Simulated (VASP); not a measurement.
Input of a VASP 6.6.1 run:

File POSCAR:

```
Pb
1.0
    0.0000000000      3.4390000555      3.4390000555
    3.4390000555      0.0000000000      3.4390000555
    3.4390000555      3.4390000555      0.0000000000
Pb
2
Direct
    0.2500000000      0.2500000000      0.2500000000
    0.0000000000      0.0000000000      0.0000000000
```

The input INCAR.step1:

```
PREC = Accurate ; ENCUT = 520
EDIFF = 1E-5 ; ISMEAR = -1
SIGMA = 0.05 ; LREAL = F
LASPH = T ; NELM = 100
ALGO = Normal ; ISIF = 2
LWAVE = T ; NBANDS = 21
GGA = PE
```

The input INCAR.step2:

```
PREC = Accurate ; ENCUT = 520
EDIFF = 1E-6 ; ISMEAR = -1
SIGMA = 0.05 ; LREAL = F
LASPH = T ; NELM = 100
ALGO = Normal ; ISIF = 2
LWAVE = F ; LCHARG = T
GGA = PE ; LHFCALC = T
AEXX = 0.25 ; HFSCREEN = 0.3
PRECFOCK = Normal ; LELF = T
LVHAR = T ; NBANDS = 21
ISTART = 1
```

The input KPOINTS:

```
regular mesh
0
Gamma
  4 4 4
```

Potentials or basis: VASP PAW PBE potentials, release 64 (Pb_d).

Command:

```console
$ cat potpaw_PBE.64/Pb_d/POTCAR > POTCAR
$ cp INCAR.step1 INCAR
$ mpirun -np 1 vasp_std > vasp.out
$ cp INCAR.step2 INCAR
$ mpirun -np 1 vasp_std > vasp.out
```

Task: Estimate the pressure.

Result: 1.9 GPa.

Task: Estimate the band gap on the k mesh.

Result: Zero (bands 14 and 15 overlap by 1.24 eV).

Caveat: the k points lie up to 0.40 Å⁻¹ apart, too coarse for converged energies and pressures of a metal; the PAW data sets were made with another functional, which shifts forces and pressure a little; spin-orbit coupling is left out, which moves the levels of the heavy elements.
